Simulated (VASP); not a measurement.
A run of VASP 6.6.1 is set up as follows.

POSCAR

```
BAs
1.0
    0.0000000000      2.4046708983      2.4046708983
    2.4046708983      0.0000000000      2.4046708983
    2.4046708983      2.4046708983      0.0000000000
B As
1 1
Direct
    0.7500000005      0.7500000005      0.7500000005
    0.0000000000      0.0000000000      0.0000000000
```

INCAR.step1

```
SYSTEM = BAs
PREC     = Accurate       ! precision mode
ENCUT    = 420            ! plane-wave cutoff, eV
EDIFF    = 1E-5           ! SCF threshold, eV
ISMEAR   = -1             ! smearing method
SIGMA    = 0.01           ! smearing width, eV
LREAL    = .FALSE.        ! projectors in reciprocal space
LASPH    = .TRUE.         ! aspherical terms in the spheres
NELM     = 120            ! most SCF steps
ALGO     = Normal         ! electronic algorithm
ISIF     = 2              ! what is computed and relaxed
LWAVE    = .TRUE.         ! write WAVECAR
NBANDS   = 11             ! bands
GGA      = PE             ! functional
GGA_COMPAT= .FALSE.
```

The input INCAR.step2:

```
SYSTEM = BAs
PREC     = Accurate       ! precision mode
ENCUT    = 420            ! plane-wave cutoff, eV
EDIFF    = 1E-6           ! SCF threshold, eV
ISMEAR   = -1             ! smearing method
SIGMA    = 0.01           ! smearing width, eV
LREAL    = .FALSE.        ! projectors in reciprocal space
LASPH    = .TRUE.         ! aspherical terms in the spheres
NELM     = 120            ! most SCF steps
ALGO     = Normal         ! electronic algorithm
ISIF     = 2              ! what is computed and relaxed
LWAVE    = .FALSE.        ! write WAVECAR
LCHARG   = .TRUE.         ! write CHGCAR
GGA      = PE             ! functional
LHFCALC  = .TRUE.         ! exact exchange
HFSCREEN = 0.2079         ! screening, 1/A
PRECFOCK = Normal       
LELF     = .TRUE.         ! ELF
LVHAR    = .TRUE.       
NBANDS   = 11             ! bands
ISTART   = 1            
GGA_COMPAT= .FALSE.
```

KPOINTS

```
regular mesh
0
G
  6 6 6
  0 0 0
```

Potentials or basis: VASP PAW PBE potentials, release 64 (B, As).

Launch:

```sh
$ cat potpaw_PBE.64/B/POTCAR potpaw_PBE.64/As/POTCAR > POTCAR
$ cp INCAR.step1 INCAR
$ mpirun -np 1 vasp_std > vasp.out
$ cp INCAR.step2 INCAR
$ mpirun -np 1 vasp_std > vasp.out
```

Predict the pressure.

-3.4 GPa.

Predict the band gap on the k mesh.

1.96 eV (least direct gap 4.09 eV).

Caveat: the cell stands under tension; the PAW data sets were made with another functional, which shifts forces and pressure a little. A k mesh can miss the band edges.
